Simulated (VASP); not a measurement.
# InSe (P6_3/mmc) in VASP: single point with r2SCAN

Aim: the single point of InSe with r2SCAN.

Program: VASP 6.6.1. These are calculated values, not measurements. Logs are shortened: lines on timing, memory, paths and dates and some standing lists are left out, and cuts for length are marked.

## (1) The cell of the first run

Symmetry: P6_3/mmc, No. 194, hexagonal system. Conventional cell: a = 4.046 Å, b = 4.046 Å, c = 17.305 Å, α = 90.00°, β = 90.00°, γ = 120.00°. In (site symmetry 3m) has 3 Se at 2.65 Å and 1 In at 2.80 Å within 3.5 Å. Within 3.5 Å of Se (site symmetry 3m) lie 3 In at 2.65 Å.

## (2) Single point, r2SCAN

POSCAR reads:

```
InSe
1.0
    4.0459770773      0.0000000000      0.0000000000
   -2.0229885386      3.5039189320      0.0000000000
    0.0000000000      0.0000000000     17.3050376743
In Se
4 4
Direct
    0.3333333333      0.6666666667      0.1691558064
    0.6666666667      0.3333333333      0.6691558064
    0.3333333333      0.6666666667      0.3308441936
    0.6666666667      0.3333333333      0.8308441936
    0.3333333333      0.6666666667      0.5965012761
    0.6666666667      0.3333333333      0.0965012761
    0.3333333333      0.6666666667      0.9034987239
    0.6666666667      0.3333333333      0.4034987239
```

INCAR.step1 reads:

```
ALGO = Normal ; EDIFF = 1E-4
ENCUT = 520 ; GGA = PE
ISMEAR = 0 ; LASPH = T
LCHARG = F ; LREAL = F
LWAVE = T ; NBANDS = 48
NELM = 60 ; PREC = Accurate
SIGMA = 0.1
```

INCAR.step2 reads:

```
ALGO = Normal ; EDIFF = 1E-6
ENCUT = 520 ; ISIF = 2
ISMEAR = 0 ; ISTART = 1
LASPH = T ; LCHARG = F
LMIXTAU = T ; LREAL = F
LWAVE = F ; METAGGA = R2SCAN
NBANDS = 48 ; NELM = 60
PREC = Accurate ; SIGMA = 0.1
```

KPOINTS reads:

```
k-points
0
Gamma
  6 6 2
```

Potentials or basis: VASP PAW PBE potentials, release 64 (In_d, Se).

Started as:

```
$ cat potpaw_PBE.64/In_d/POTCAR potpaw_PBE.64/Se/POTCAR > POTCAR
$ cp INCAR.step1 INCAR
$ mpirun -np 1 vasp_std > vasp.out
$ cp INCAR.step2 INCAR
$ mpirun -np 1 vasp_std > vasp.out
```

OUTCAR:

```text
EDIFF = 1E-6
   ENCUT = 520
   ISIF = 2
   ISMEAR = 0
   ISTART = 1
   LASPH = T
   LREAL = F
   METAGGA = R2SCAN
   NELM = 60
   PREC = Accurate

 ion  position               nearest neighbor table
   1  0.333  0.667  0.169-   6 2.65   6 2.65   6 2.65   3 2.80
   2  0.667  0.333  0.669-   5 2.65   5 2.65   5 2.65   4 2.80
   3  0.333  0.667  0.331-   8 2.65   8 2.65   8 2.65   1 2.80
   4  0.667  0.333  0.831-   7 2.65   7 2.65   7 2.65   2 2.80
   5  0.333  0.667  0.597-   2 2.65   2 2.65   2 2.65
   6  0.667  0.333  0.097-   1 2.65   1 2.65   1 2.65
   7  0.333  0.667  0.903-   4 2.65   4 2.65   4 2.65
   8  0.667  0.333  0.403-   3 2.65   3 2.65   3 2.65

  LATTYP: Found a hexagonal cell.
 ALAT       =     4.0459770773
 C/A-ratio  =     4.2770973102

  Lattice vectors:

 A1 = (   4.0459770773,   0.0000000000,   0.0000000000)
 A2 = (  -2.0229885386,   3.5039189320,   0.0000000000)
 A3 = (   0.0000000000,   0.0000000000,  17.3050376743)

Analysis of symmetry for initial positions (statically):
=====================================================================
 Subroutine PRICEL returns:
 Original cell was already a primitive cell.

 Routine SETGRP: Setting up the symmetry group for a
 hexagonal supercell.

 Subroutine GETGRP returns: Found 24 space group operations
 (whereof 12 operations were pure point group operations)
 out of a pool of 24 trial point group operations.

The static configuration has the point symmetry D_3d.
 The point group associated with its full space group is D_6h.

Analysis of symmetry for dynamics (positions and initial velocities):
=====================================================================
 Subroutine PRICEL returns:
 Original cell was already a primitive cell.

 Routine SETGRP: Setting up the symmetry group for a
 hexagonal supercell.

 Subroutine GETGRP returns: Found 24 space group operations
 (whereof 12 operations were pure point group operations)
 out of a pool of 24 trial point group operations.

The dynamic configuration has the point symmetry D_3d.
 The point group associated with its full space group is D_6h.

 Subroutine INISYM returns: Found 24 space group operations
 (whereof 12 operations are pure point group operations),
 and found     1 'primitive' translations

----------------------------------------------------------------------------------------

                                     Primitive cell

  volume of cell :     245.3296

  direct lattice vectors                    reciprocal lattice vectors
     4.045977077  0.000000000  0.000000000     0.247159087  0.142697365  0.000000000
    -2.022988539  3.503918932  0.000000000     0.000000000  0.285394731  0.000000000
     0.000000000  0.000000000 17.305037674     0.000000000  0.000000000  0.057786641

  length of vectors
     4.045977077  4.045977077 17.305037674     0.285394731  0.285394731  0.057786641

  position of ions in fractional coordinates (direct lattice)
     0.333333333  0.666666667  0.169155806
     0.666666667  0.333333333  0.669155806
     0.333333333  0.666666667  0.330844194
     0.666666667  0.333333333  0.830844194
     0.333333333  0.666666667  0.596501276
     0.666666667  0.333333333  0.096501276
     0.333333333  0.666666667  0.903498724
     0.666666667  0.333333333  0.403498724

  ion indices of the primitive-cell ions
   primitive index   ion index
                 1           1
                 2           2
                 3           3
                 4           4
                 5           5
                 6           6
                 7           7
                 8           8

----------------------------------------------------------------------------------------

 KPOINTS: k-points

Automatic generation of k-mesh.
 Grid dimensions read from file:
 generate k-points for:    6    6    2

 Generating k-lattice:

  Cartesian coordinates                     Fractional coordinates (reciprocal lattice)
     0.041193181  0.023782894  0.000000000     0.166666667  0.000000000  0.000000000
     0.000000000  0.047565788  0.000000000     0.000000000  0.166666667  0.000000000
     0.000000000  0.000000000  0.028893321     0.000000000  0.000000000  0.500000000

  Length of vectors
     0.047565788  0.047565788  0.028893321

  Shift w.r.t. Gamma in fractional coordinates (k-lattice)
     0.000000000  0.000000000  0.000000000

 Subroutine IBZKPT returns following result:
 ===========================================

 Found     14 irreducible k-points:

 Following reciprocal coordinates:
            Coordinates               Weight
  0.000000  0.000000  0.000000      1.000000
  0.166667  0.000000  0.000000      6.000000
  0.333333  0.000000  0.000000      6.000000
  0.500000  0.000000  0.000000      3.000000
  0.166667  0.166667  0.000000      6.000000
  0.333333  0.166667  0.000000     12.000000
  0.333333  0.333333  0.000000      2.000000
  0.000000  0.000000  0.500000      1.000000
  0.166667  0.000000  0.500000      6.000000
  0.333333  0.000000  0.500000      6.000000
  0.500000  0.000000  0.500000      3.000000
  0.166667  0.166667  0.500000      6.000000
  0.333333  0.166667  0.500000     12.000000
  0.333333  0.333333  0.500000      2.000000
   k-points           NKPTS =     14   k-points in BZ     NKDIM =     14   number of bands    NBANDS=     48
   number of dos      NEDOS =    301   number of ions     NIONS =      8
   total plane-waves  NPLWV = 126000
   dimension x,y,z NGX =    30 NGY =   30 NGZ =  140
   dimension x,y,z NGXF=    60 NGYF=   60 NGZF=  280
   ions per type =               4   4
   NGX,Y,Z   is equivalent  to a cutoff of  12.33, 12.33, 13.45 a.u.
   NGXF,Y,Z  is equivalent  to a cutoff of  24.65, 24.65, 26.90 a.u.
 SYSTEM =  unknown system
   PREC   = accura    normal or accurate (medium, high low for compatibility)
   ISTART =      1    job   : 0-new  1-cont  2-samecut
   ICHARG =      0    charge: 1-file 2-atom 10-const
   ISPIN  =      1    spin polarized calculation?
   LNONCOLLINEAR =      F non collinear calculations
   LSORBIT =      F    spin-orbit coupling
   LASPH  =      T    aspherical Exc in radial PAW
   ENCUT  =  520.0 eV  38.22 Ry    6.18 a.u.   7.52  7.52 32.18*2*pi/ulx,y,z
   NELM   =     60;   NELMIN=  2; NELMDL=  0     # of ELM steps
   EDIFF  = 0.1E-05   stopping-criterion for ELM
   LREAL  =      F    real-space projection
   EDIFFG = 0.1E-04   stopping-criterion for IOM
   NSW    =      0    number of steps for IOM
   IBRION =     -1    ionic relax: 0-MD 1-quasi-New 2-CG
   NFREE  =      0    steps in history (QN), initial steepest desc. (CG)
   ISIF   =      2    stress and relaxation
   ISYM   =      2    0-nonsym 1-usesym 2-fastsym
   POTIM  = 0.5000    time-step for ionic-motion
   TEBEG  =    0.0;   TEEND  =   0.0 temperature during run
   PSTRESS=    0.0 pullay stress
   NELECT =      76.0000    total number of electrons
   NUPDOWN=      -1.0000    fix difference up-down
   EMIN   =  10.00;   EMAX   =-10.00  energy-range for DOS
   EFERMI =   0.00;   METHOD = LEGACY
   ISMEAR =     0;   SIGMA  =   0.10  broadening in eV -4-tet -1-fermi 0-gaus
   EFERMI_NEDOS =   21; number of points for ismear=-14 and -15
   IALGO  =     38    algorithm
   IMIX   =      4    mixing-type and parameters
     AMIX     =   0.40;   BMIX     =  1.00
     AMIX_MAG =   1.60;   BMIX_MAG =  1.00
  volume/ion in A,a.u.               =      30.67       206.95
  Fermi-wavevector in a.u.,A,eV,Ry     =   1.107718  2.093284 16.694892  1.227040
  Thomas-Fermi vector in A             =   2.244236
   LORBIT       =      0    0 simple, 1 ext, 2 COOP (PROOUT), +10 PAW based schemes
   METAGGA = R2SCAN    functional components
   LHFCALC =     F    Hartree Fock is set to
   AEXX    =    0.0000 exact exchange contribution
   IVDW    =     0    specifies the selected vdW correction
   LEPSILON=     F    determine dielectric tensor
   LRPA    =     F    only Hartree local field effects (RPA)
 non-spin polarized calculation
 Gauss-broadening in eV      SIGMA  =   0.10
  energy-cutoff  :      520.00
  volume of cell :      245.33
 maximum number of plane-waves:      6649
   NGX = 15   NGY = 15   NGZ = 65

 number of electron      76.0000001 magnetization

 Free energy of the ion-electron system (eV)
  ---------------------------------------------------
  ext. energy  EPLUGINS =         0.00000000
  ---------------------------------------------------
  free energy    TOTEN  =      -152.95569414 eV

  energy without entropy =     -152.95569414  energy(sigma->0) =     -152.95569414

 E-fermi :   3.7789     XC(G=0):  -9.1729

 val. band max:        3.3369040376   @ k =   0.0000   0.0000   0.0000
 cond. band min:       4.2218145842   @ k =   0.0000   0.0000   0.0000
 fundamental gap:      0.8849105465
 Fermi energy:         3.7788528982

 k-point     1 :       0.0000    0.0000    0.0000
  band No.  band energies     occupation
      1     -11.8576      2.00000
      2     -11.8575      2.00000
      3     -11.6713      2.00000
      4     -11.6713      2.00000
      5     -11.6711      2.00000
      6     -11.6711      2.00000
[... 40 lines left out ...]
     47       9.2562      0.00000
     48       9.2744      0.00000

 k-point     2 :       0.1667    0.0000    0.0000
  band No.  band energies     occupation
      1     -11.8677      2.00000
      2     -11.8666      2.00000
      3     -11.7513      2.00000
      4     -11.7465      2.00000
      5     -11.6968      2.00000
      6     -11.6899      2.00000
[... 40 lines left out ...]
     47       8.2671      0.00000
     48       8.6719      0.00000

 k-point     3 :       0.3333    0.0000    0.0000
  band No.  band energies     occupation
      1     -11.9518      2.00000
      2     -11.9469      2.00000
      3     -11.8430      2.00000
      4     -11.8357      2.00000
      5     -11.7919      2.00000
      6     -11.7900      2.00000
[... 550 lines left out ...]
     47       8.3668      0.00000
     48       8.3668      0.00000

 k-point    14 :       0.3333    0.3333    0.5000
  band No.  band energies     occupation
      1     -12.0010      2.00000
      2     -12.0010      2.00000
      3     -11.9067      2.00000
      4     -11.9067      2.00000
      5     -11.7887      2.00000
      6     -11.7887      2.00000
[... 40 lines left out ...]
     47       9.5254      0.00000
     48       9.5254      0.00000

------------------------ aborting loop because EDIFF is reached ----------------------------------------

  FORCE on cell =-STRESS in cart. coord.  units (eV):
  Direction    XX          YY          ZZ          XY          YZ          ZX
  --------------------------------------------------------------------------------------
  -------------------------------------------------------------------------------------
  Total        0.0216574      0.0216574      0.1504108      0.0000000      0.0000000     -0.0000000
  in kB        0.1414383      0.1414383      0.9822899      0.0000000      0.0000000     -0.0000000
  external PRESSURE =       0.4217222 kB  Pullay stress =       0.0000000 kB

 VOLUME and BASIS-vectors are now :
 -----------------------------------------------------------------------------
  energy-cutoff  :      520.00
  volume of cell :      245.33
      direct lattice vectors                 reciprocal lattice vectors
     4.045977077  0.000000000  0.000000000     0.247159087  0.142697365  0.000000000
    -2.022988539  3.503918932  0.000000000     0.000000000  0.285394731  0.000000000
     0.000000000  0.000000000 17.305037674     0.000000000  0.000000000  0.057786641

 POSITION                                       TOTAL-FORCE (eV/Angst)
 -----------------------------------------------------------------------------------
     -0.00000      2.33595      2.92725         0.000000     -0.000000      0.007268
      2.02299      1.16797     11.57977        -0.000000      0.000000      0.007268
     -0.00000      2.33595      5.72527         0.000000     -0.000000     -0.007268
      2.02299      1.16797     14.37779        -0.000000      0.000000     -0.007268
     -0.00000      2.33595     10.32248        -0.000000     -0.000000     -0.004252
      2.02299      1.16797      1.66996        -0.000000      0.000000     -0.004252
     -0.00000      2.33595     15.63508        -0.000000      0.000000      0.004252
      2.02299      1.16797      6.98256        -0.000000     -0.000000      0.004252
 -----------------------------------------------------------------------------------
    total drift:                               -0.000000      0.000000      0.000000

  FREE ENERGIE OF THE ION-ELECTRON SYSTEM (eV)
  ---------------------------------------------------
  free  energy   TOTEN  =      -152.9556941365 eV

  energy  without entropy=     -152.9556941365  energy(sigma->0) =     -152.95569414
```

Run time: 27 min. Hardware: 1 thread of AMD EPYC 7R43 (Zen 3), shared host; peak memory 0.38 GiB.

What came out:

- Free energy: -152.9557 eV
- Pressure: 0.0 GPa
- Largest force: 0.007 eV/Å
- Band gap on the k mesh: 0.88 eV, direct

Forces in eV/Å, atoms in the order of the input:
```
In   0.000  0.000  0.007
In   0.000  0.000  0.007
In   0.000  0.000 -0.007
In   0.000  0.000 -0.007
Se   0.000  0.000 -0.004
Se   0.000  0.000 -0.004
Se   0.000  0.000  0.004
Se   0.000  0.000  0.004
```

Levels at points of the mesh, in eV from the valence-band top:
| k point | band 36 | band 37 | band 38 | band 39 | band 40 | band 41 |
| --- | --- | --- | --- | --- | --- | --- |
| (0.00, 0.00, 0.00) | -1.16 | -1.16 | 0.00 | 0.88 | 1.88 | 2.56 |
| (0.50, 0.00, 0.00) | -2.07 | -1.85 | -1.37 | 1.66 | 1.68 | 2.18 |
| (0.00, 0.00, 0.50) | -1.19 | -0.70 | -0.70 | 1.49 | 1.49 | 2.57 |
| (0.50, 0.00, 0.50) | -2.14 | -1.61 | -1.61 | 1.87 | 1.87 | 2.01 |

Caveat: the PAW data sets were made with another functional, which shifts forces and pressure a little; spin-orbit coupling is left out, which moves the levels of the heavy elements. r2SCAN opens gaps a little over a GGA but as a rule still falls short of measured ones.
